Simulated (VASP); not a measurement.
Input of a VASP 6.6.1 run:

Contents of INCAR:

```
SYSTEM = Ba8Hf5Zr3O24
PREC = Accurate
ENCUT = 700
EDIFF = 1E-6
ISMEAR = -1
SIGMA = 0.05
LREAL = Auto
LASPH = .TRUE.
NELM = 120
ALGO = Normal
ISIF = 2
LWAVE = .FALSE.
LCHARG = .TRUE.
GGA = PS
LELF = .TRUE.
LVHAR = .TRUE.
ISYM = -1
NBANDS = 181
GGA_COMPAT = .FALSE.
```

File KPOINTS:

```
explicit points
1
Reciprocal
  0.25000000   0.25000000   0.25000000 1
```

The input POSCAR:

```
Ba8Hf5Zr3O24
1.0
    8.3314145761      0.0000000000      0.0000000000
    0.0000000000      8.3314145761      0.0000000000
    0.0000000000      0.0000000000      8.3314145761
Ba Hf Zr O
8 5 3 24
Direct
    0.9998850000      0.0002400000      0.0003850000
    0.9996640000      0.0003190000      0.4995750000
    0.9996680000      0.5000570000      0.0002930000
    0.9996540000      0.4998120000      0.4996400000
    0.4999360000      0.0001960000      0.0005680000
    0.4999830000      0.0001890000      0.4997660000
    0.5002710000      0.4998630000      0.0007250000
    0.5001020000      0.4998960000      0.4997860000
    0.2500570000      0.2500880000      0.2500840000
    0.2500000000      0.7500290000      0.2500090000
    0.7500120000      0.2500380000      0.2500390000
    0.7500480000      0.2499950000      0.7500200000
    0.7499950000      0.7501350000      0.2499650000
    0.2500790000      0.2500370000      0.7500290000
    0.2500690000      0.7499640000      0.7500060000
    0.7500590000      0.7501300000      0.7499830000
    0.2486170000      0.2495550000      0.0010280000
    0.2516950000      0.2502890000      0.4991570000
    0.2512690000      0.7501800000      0.0010380000
    0.2487400000      0.7496350000      0.4989110000
    0.7516130000      0.2493040000      0.0001320000
    0.7486310000      0.2501220000      0.4998630000
    0.7486340000      0.7502830000      0.0008070000
    0.7512540000      0.7494650000      0.4989410000
    0.9999140000      0.2489480000      0.2517770000
    0.9992730000      0.2510150000      0.7484940000
    0.9999150000      0.7507960000      0.2484200000
    0.0000130000      0.7486260000      0.7513890000
    0.5001410000      0.2509850000      0.2487240000
    0.5010680000      0.2486440000      0.7513590000
    0.4999400000      0.7489630000      0.2510030000
    0.5000710000      0.7511340000      0.7485950000
    0.2509760000      0.9999830000      0.2503610000
    0.2491280000      0.9999670000      0.7496650000
    0.2492170000      0.4999310000      0.2497860000
    0.2515710000      0.4998800000      0.7503160000
    0.7490330000      0.9999680000      0.2502430000
    0.7516190000      0.0008150000      0.7492470000
    0.7509880000      0.4998630000      0.2493570000
    0.7492770000      0.4990390000      0.7502670000
```

Potentials or basis: VASP PAW PBE potentials, release 64 (Ba_sv, Hf_pv, Zr_sv, O).

The run is started by

```sh
$ cat potpaw_PBE.64/Ba_sv/POTCAR potpaw_PBE.64/Hf_pv/POTCAR potpaw_PBE.64/Zr_sv/POTCAR potpaw_PBE.64/O/POTCAR > POTCAR
$ mpirun -np 1 vasp_std > vasp.out
```

Q: What does it give for the pressure?

A: 0.1 GPa.

Q: What does it give for the band gap on the k mesh?

A: 4.14 eV.

Q: Estimate the largest force.

A: 0.172 eV/Å.

Forces in eV/Å, atoms in the order of the input:
```
Ba   0.000 -0.001  0.010
Ba   0.007 -0.002 -0.008
Ba   0.006 -0.004  0.010
Ba   0.005  0.001 -0.008
Ba   0.007 -0.001  0.003
Ba   0.005  0.001 -0.010
Ba  -0.003  0.002  0.000
Ba   0.003 -0.001 -0.014
Hf  -0.007 -0.002  0.005
Hf  -0.006 -0.006  0.001
Hf   0.003 -0.006  0.002
Hf   0.007 -0.003 -0.001
Hf  -0.004 -0.010 -0.004
Zr  -0.001 -0.008  0.003
Zr  -0.006  0.001  0.000
Zr  -0.005 -0.015 -0.002
O   -0.002  0.001  0.165
O   -0.003 -0.001 -0.172
O    0.002  0.000  0.151
O   -0.004  0.001 -0.150
O   -0.005  0.006  0.016
O    0.002  0.007 -0.020
O   -0.004  0.000  0.170
O    0.004  0.002 -0.164
O    0.008  0.003 -0.008
O   -0.151  0.003  0.002
O   -0.005  0.002  0.007
O   -0.006  0.000 -0.001
O   -0.001 -0.005 -0.005
O    0.147  0.002  0.004
O    0.020  0.002  0.004
O    0.021  0.001 -0.002
O   -0.002  0.015 -0.005
O   -0.005  0.013  0.004
O   -0.003 -0.008  0.001
O   -0.004 -0.007  0.000
O    0.003  0.012  0.000
O   -0.009  0.151  0.008
O   -0.004 -0.001  0.007
O   -0.009 -0.147  0.002
```

Caveat: the PAW data sets were made with another functional, which shifts forces and pressure a little; spin-orbit coupling is left out, which moves the levels of the heavy elements; a shifted mesh leaves out Γ, where band edges can lie. A k mesh can miss the band edges.
